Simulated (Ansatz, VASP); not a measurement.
One calculation of Sn, two programs

```
CELL_PARAMETERS angstrom
-1.98633 1.89575 1.89575
1.89575 -1.98633 1.89575
1.89575 1.89575 -1.98633
ATOMIC_POSITIONS crystal
Sn 0.00000 0.00000 0.00000
```

Alike in both runs: task single point; functional PBEsol; k mesh 20 × 20 × 20; occupations gaussian, width 0.15 eV; no spin polarisation.

```csv
,VASP,Ansatz
version,VASP 6.6.1,Ansatz 0.2.0
potentials or method,"VASP PAW PBE potentials, release 64 (Sn_d), cutoff 520 eV","scalar-relativistic, plane waves, PAW"
valence electrons in the cell,14,14
```

|  | VASP | Ansatz | Ansatz less VASP |
| --- | --- | --- | --- |
| gap on the k mesh at the Fermi level (eV) | none | none | - |
| pressure (GPa) | -1.7 | -1.7 | 0.00 |
| traceless stress, the component that is largest in VASP (GPa) | 1.07 | 1.06 | -0.004 |

VASP's potentials were made for PBE, not for PBEsol. A gap of «none» marks a metal or a gap that the smearing closes.
